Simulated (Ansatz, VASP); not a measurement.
One calculation of Si3F, two programs

```
CELL_PARAMETERS angstrom
-2.46655 2.46655 2.46655
2.46655 -2.46655 2.46655
2.46655 2.46655 -2.46655
ATOMIC_POSITIONS crystal
Si 0.00000 0.50000 0.50000
Si 0.50000 0.00000 0.50000
Si 0.50000 0.50000 0.00000
F 0.00000 0.00000 0.00000
```

Alike in both runs: task single point; functional PBE; k mesh 6 × 6 × 6; occupations gaussian, width 0.1 eV; collinear spin.

|  | VASP | Ansatz |
| --- | --- | --- |
| version | VASP 6.6.1 | Ansatz 0.2.0 |
| potentials or method | VASP PAW PBE potentials, release 64 (Si, F), cutoff 520 eV | scalar-relativistic, plane waves, PAW |
| valence electrons in the cell | 19 | 19 |

```tsv
	VASP	Ansatz	Ansatz less VASP
gap on the k mesh at the Fermi level (eV)	none	none	-
pressure (GPa)	0.0	0.1	+0.12
net moment per atom (μB)	0.00	0.00	0.000
```

A gap of «none» marks a metal or a gap that the smearing closes. With one functional, cell and mesh, what is left measures potentials, basis and numerics. Ansatz's warnings: seeded moment not kept.
